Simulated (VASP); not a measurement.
# Ta in VASP: notebook, part 2 of 2

VASP 6.6.1.

### 4 Single point, PBE (normal strain along x +0.0000, normal strain along z -0.0375)

File INCAR:

```
PREC     = Accurate       # precision mode
ENCUT    = 520            # plane-wave cutoff, eV
EDIFF    = 1E-6           # SCF threshold, eV
ISMEAR   = 0              # smearing method
SIGMA    = 0.15           # smearing width, eV
LREAL    = False          # projectors in reciprocal space
LASPH    = True           # aspherical terms in the spheres
NELM     = 60             # most SCF steps
ALGO     = Fast           # electronic algorithm
ISIF     = 2              # what is computed and relaxed
LWAVE    = False          # write WAVECAR
LCHARG   = True           # write CHGCAR
GGA      = PE             # functional
LELF     = True           # ELF
LVHAR    = True         
NBANDS   = 12             # bands
```

File KPOINTS:

```
Automatic mesh
0
Gamma
  18 18 18
```

File POSCAR:

```
Ta
1.0
   -1.6594835689      1.6594835689      1.5972529351
    1.6594835689     -1.6594835689      1.5972529351
    1.6594835689      1.6594835689     -1.5972529351
Ta
1
Direct
    0.0000000000      0.0000000000      0.0000000000
```

Potentials or basis: VASP PAW PBE potentials, release 64 (Ta_pv).

Launch:

```bash
> cat potpaw_PBE.64/Ta_pv/POTCAR > POTCAR
> mpirun -np 1 vasp_std > vasp.out
```

OUTCAR:

```text
PREC = Accurate
   ENCUT = 520
   EDIFF = 1E-6
   ISMEAR = 0
   LREAL = False
   LASPH = True
   NELM = 60
   ISIF = 2
   GGA = PE

 ion  position               nearest neighbor table
   1  0.000  0.000  0.000-

  LATTYP: Found a body centered tetragonal cell.
 ALAT       =     3.3189671378
 C/A-ratio  =     0.9625000000

  Lattice vectors:

 A1 = (  -1.6594835689,   1.6594835689,   1.5972529351)
 A2 = (   1.6594835689,  -1.6594835689,   1.5972529351)
 A3 = (   1.6594835689,   1.6594835689,  -1.5972529351)

Analysis of symmetry for initial positions (statically):
=====================================================================
 Subroutine PRICEL returns:
 Original cell was already a primitive cell.

 Routine SETGRP: Setting up the symmetry group for a
 body centered tetragonal supercell.

 Subroutine GETGRP returns: Found 16 space group operations
 (whereof 16 operations were pure point group operations)
 out of a pool of 16 trial point group operations.

The static configuration has the point symmetry D_4h.

Analysis of symmetry for dynamics (positions and initial velocities):
=====================================================================
 Subroutine PRICEL returns:
 Original cell was already a primitive cell.

 Routine SETGRP: Setting up the symmetry group for a
 body centered tetragonal supercell.

 Subroutine GETGRP returns: Found 16 space group operations
 (whereof 16 operations were pure point group operations)
 out of a pool of 16 trial point group operations.

The dynamic configuration has the point symmetry D_4h.

 Subroutine INISYM returns: Found 16 space group operations
 (whereof 16 operations are pure point group operations),
 and found     1 'primitive' translations

----------------------------------------------------------------------------------------

[... 111 lines left out ...]
  volume/ion in A,a.u.               =      17.59       118.73
  Fermi-wavevector in a.u.,A,eV,Ry     =   1.399843  2.645319 26.661421  1.959559
  Thomas-Fermi vector in A             =   2.522862
   LORBIT       =      0    0 simple, 1 ext, 2 COOP (PROOUT), +10 PAW based schemes
   GGA     = PE    functional components
   LHFCALC =     F    Hartree Fock is set to
   AEXX    =    0.0000 exact exchange contribution
   IVDW    =     0    specifies the selected vdW correction
   LEPSILON=     F    determine dielectric tensor
   LRPA    =     F    only Hartree local field effects (RPA)
 non-spin polarized calculation
 RMM-DIIS sequential band-by-band and
 Gauss-broadening in eV      SIGMA  =   0.15
  energy-cutoff  :      520.00
  volume of cell :       17.59
 maximum number of plane-waves:       484
 NGX is ok and might be reduce to    24
   NGX = 11   NGY = 11   NGZ = 11

 number of electron      11.0000000 magnetization

 Free energy of the ion-electron system (eV)
  ---------------------------------------------------
  ext. energy  EPLUGINS =         0.00000000
  ---------------------------------------------------
  free energy    TOTEN  =       -11.79684988 eV

  energy without entropy =      -11.78345144  energy(sigma->0) =      -11.79015066

 E-fermi :   5.6899     XC(G=0): -12.7377

 val. band max:        5.6893502257   @ k =  -0.2222   0.2222   0.0556
 cond. band min:       5.6984613534   @ k =  -0.4444   0.4444   0.1667
 fundamental gap:      0.0091111277
 Fermi energy:         5.6899082285

 k-point     1 :       0.0000    0.0000    0.0000
  band No.  band energies     occupation
      1     -27.3002      2.00000
      2     -27.3002      2.00000
      3     -27.2906      2.00000
      4      -2.3278      2.00000
      5       6.0887      0.00017
      6       6.5991      0.00000
      7       6.5991      0.00000
      8       9.4013      0.00000
      9      10.1096      0.00000
     10      20.5757      0.00000
     11      20.5757      0.00000
     12      21.2997      0.00000
[... 331 lines left out ...]
 k-point    24 :      -0.2222    0.0556    0.0000
  band No.  band energies     occupation
      1     -27.7549      2.00000
      2     -27.4377      2.00000
      3     -27.3150      2.00000
      4      -0.6657      2.00000
      5       5.3651      1.99781
      6       5.8723      0.08553
      7       8.1926      0.00000
      8       8.9469      0.00000
      9       9.9837      0.00000
     10      20.4582      0.00000
     11      21.7378      0.00000
     12      23.1599      0.00000

 [... further k-points ...]
[... 5 lines left out ...]
  --------------------------------------------------------------------------------------
  -------------------------------------------------------------------------------------
  Total        0.7603653      0.7603653      1.2210798      0.0000000      0.0000000      0.0000000
  in kB       69.2393951     69.2393951    111.1923830      0.0000000      0.0000000      0.0000000
  external PRESSURE =      83.2237244 kB  Pullay stress =       0.0000000 kB

 VOLUME and BASIS-vectors are now :
 -----------------------------------------------------------------------------
  energy-cutoff  :      520.00
  volume of cell :       17.59
      direct lattice vectors                 reciprocal lattice vectors
    -1.659483569  1.659483569  1.597252935     0.000000000  0.301298554  0.313037459
     1.659483569 -1.659483569  1.597252935     0.301298554  0.000000000  0.313037459
     1.659483569  1.659483569 -1.597252935     0.301298554  0.301298554  0.000000000

 POSITION                                       TOTAL-FORCE (eV/Angst)
 -----------------------------------------------------------------------------------
      0.00000      0.00000      0.00000        -0.000000      0.000000      0.000000
 -----------------------------------------------------------------------------------
    total drift:                                0.000000      0.000000      0.000000

  FREE ENERGIE OF THE ION-ELECTRON SYSTEM (eV)
  ---------------------------------------------------
  free  energy   TOTEN  =       -11.7968498807 eV

  energy  without entropy=      -11.7834514394  energy(sigma->0) =      -11.79015066
```

stdout:

```text
POSCAR found type information on POSCAR Ta
 POSCAR found :  1 types and       1 ions
 scaLAPACK will be used
 LDA part: xc-table for (Slater+PW92), standard interpolation
 POSCAR, INCAR and KPOINTS ok, starting setup
 FFT: planning ... GRIDC
 FFT: planning ... GRID_SOFT
 FFT: planning ... GRID
 WAVECAR not read
 entering main loop
WARNING in EDDRMM: call to ZHEGV failed, returncode =   6  3     11
```

Run time: 52 s. Hardware: 1 thread of Intel Xeon 6975P-C, shared host; peak memory 0.22 GiB.

Results:

- Free energy: -11.7968 eV
- Pressure: 8.3 GPa

Stress tensor (GPa, compression positive):
```
 6.92  0.00  0.00
 0.00  6.92  0.00
 0.00  0.00 11.12
```

Caveat: the cell differs from its parent crystal (normal strain along x +0.0000, normal strain along z -0.0375); spin-orbit coupling is left out, which moves the levels of the heavy elements.

### 5 Single point, PBE (normal strain along x -0.0275, normal strain along z +0.0000)

File INCAR:

```
SYSTEM = Ta
PREC = Accurate
ENCUT = 520
EDIFF = 1E-7
ISMEAR = 0
SIGMA = 0.15
LREAL = .False.
LASPH = .True.
NELM = 80
ALGO = Normal
ISIF = 2
LWAVE = .False.
LCHARG = .False.
GGA = PE
NBANDS = 12
```

File KPOINTS:

```
Automatic mesh
0
Gamma
  18 18 18
  0 0 0
```

File POSCAR:

```
Ta
1.0
   -1.6138477708      1.6594835689      1.6594835689
    1.6138477708     -1.6594835689      1.6594835689
    1.6138477708      1.6594835689     -1.6594835689
Ta
1
Direct
    0.0000000000      0.0000000000      0.0000000000
```

Launch:

```bash
> cat potpaw_PBE.64/Ta_pv/POTCAR > POTCAR
> mpirun -np 1 vasp_std > vasp.out
```

Run time: 45 s. Hardware: 1 thread of Intel Xeon 6975P-C, shared host; peak memory 0.22 GiB.

It converged, with:

```
Free energy : -11.8077 eV
Pressure    : 5.9 GPa
```

Stress tensor (GPa, compression positive):
```
7.94 0.00 0.00
0.00 4.93 0.00
0.00 0.00 4.93
```

Levels at points of the mesh, in eV from the Fermi level:
```csv
k point,band 2,band 3,band 4,band 5,band 6,band 7,band 8,band 9
"(0.00, 0.00, 0.00)",-33.03,-33.02,-7.98,0.49,0.86,0.86,3.78,4.29
"(0.50, 0.00, 0.00)",-33.40,-33.02,-4.46,-1.33,1.50,3.61,4.82,7.86
"(0.00, 0.50, 0.00)",-33.43,-33.05,-4.44,-1.71,1.71,4.04,5.13,7.93
"(0.50, 0.50, 0.50)",-33.90,-33.83,-3.93,-3.85,6.90,6.90,7.02,8.53
```

Caveat: the cell differs from its parent crystal (normal strain along x -0.0275, normal strain along z +0.0000); spin-orbit coupling is left out, which moves the levels of the heavy elements.

### 6 The runs side by side

| cell | gap on the mesh (eV) | pressure (GPa) |
| --- | --- | --- |
| a = 2.874 Å, angles 109.5°, 1 atom | none | 0.1 |
| a = 2.823 Å, angles 112.5, 108.0, 108.0°, 1 atom | none | 12.8 |
| a = 2.839 Å, angles 108.5, 108.5, 111.5°, 1 atom | none | 8.3 |
| a = 2.848 Å, angles 111.0, 108.7, 108.7°, 1 atom | none | 5.9 |

Alike in all rows: task single point; level PBE; potentials or basis VASP PAW PBE potentials, release 64 (Ta_pv); no spin polarisation; k mesh 18 × 18 × 18; cutoff (eV) 520; smearing gaussian 0.15 eV.

Caveats: spin-orbit coupling is left out, which moves the levels of the heavy elements.

Total energies depend on the potentials used, so only differences within one code and one set of settings carry meaning.
